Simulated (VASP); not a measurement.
# GaN: relaxation of cell and atoms with LDA

The system is GaN.

```xyz
4
Lattice="3.1800 0.0000 0.0000 -1.5900 2.7540 0.0000 0.0000 0.0000 5.1660" Properties=species:S:1:pos:R:3 pbc="T T T"
Ga    0.0000    1.8360    0.0000
Ga    1.5900    0.9180    2.5830
N     0.0000    1.8360    1.9373
N     1.5900    0.9180    4.5203
```

| Item | Value |
| --- | --- |
| Program | VASP 6.6.1 |
| Task | relaxation of cell and atoms |
| Functional | LDA |
| Potentials or basis | VASP PAW LDA potentials, release 64 (Ga_d, N) |
| Cutoff | 600 eV |
| k mesh | 8 × 8 × 5 |
| Occupations | gaussian, width 0.01 eV |
| Spin | no spin polarisation |
| Dipole correction | no |
| Further INCAR settings | ALGO = Normal; EDIFF = 1e-06; IBRION = 2; EDIFFG = -0.0005; NSW = 80; ISIF = 3 |

- Relaxed volume: 11.11 Å³/atom
- Relaxed cell: a = 3.157 Å, b = 3.157 Å, c = 5.147 Å, α = 90.00°, β = 90.00°, γ = 120.00°
- Space group after relaxing (to 0.1 Å): P6_3mc (No. 186)
- Energy gained by relaxing: 2.7 meV/atom
- Ionic steps: 41
- Pressure after relaxing: 0.0 GPa
- Band gap on the k mesh: 2.11 eV

Step by step:
```tsv
step	energy change (eV)	largest force (eV/Å)	pressure (GPa)	volume (Å³)
1	0.0000	0.1279	-3.52	45.24
3	-0.0109	0.0097	0.00	44.42
5	-0.0107	0.0006	-0.47	44.52
7	-0.0109	0.0067	-0.05	44.43
9	-0.0109	0.0054	-0.22	44.43
11	-0.0109	0.0061	0.01	44.42
13	-0.0109	0.0068	-0.06	44.42
15	-0.0109	0.0037	0.03	44.41
17	-0.0109	0.0026	0.01	44.42
19	-0.0109	0.0005	-0.02	44.42
21	-0.0109	0.0030	-0.20	44.43
23	-0.0109	0.0028	-0.08	44.42
25	-0.0109	0.0004	0.00	44.42
27	-0.0109	0.0013	0.05	44.42
29	-0.0109	0.0013	-0.03	44.42
31	-0.0109	0.0000	-0.03	44.42
33	-0.0109	0.0004	0.00	44.42
35	-0.0109	0.0007	-0.02	44.42
37	-0.0109	0.0024	0.01	44.42
39	-0.0109	0.0017	-0.02	44.42
41	-0.0109	0.0004	0.00	44.42
```

Final structure:
```xyz
4
Lattice="3.1570 0.0000 0.0000 -1.5785 2.7340 0.0000 0.0000 0.0000 5.1465" Properties=species:S:1:pos:R:3 pbc="T T T"
Ga    0.0000    1.8227    5.1429
Ga    1.5785    0.9113    2.5696
N     0.0000    1.8227    1.9336
N     1.5785    0.9113    4.5068
```

Levels at points of the mesh, in eV from the valence-band top:
```
           k point  band 15  band 16  band 17  band 18  band 19  band 20  band 21  band 22
(0.00, 0.00, 0.00)    -1.08    -0.05     0.00     0.00     2.11     4.35     9.19     9.87
(0.50, 0.00, 0.00)    -4.38    -2.87    -2.33    -1.04     4.99     5.64     5.98     8.68
```

It took 5.4 min on 1 thread of AMD EPYC 7R43 64-Core Processor (Zen 3), with other jobs on the host, peak memory 0.14 GiB.

LDA usually gives volumes a few per cent too small. Zero-point motion and thermal expansion aren't in these numbers.
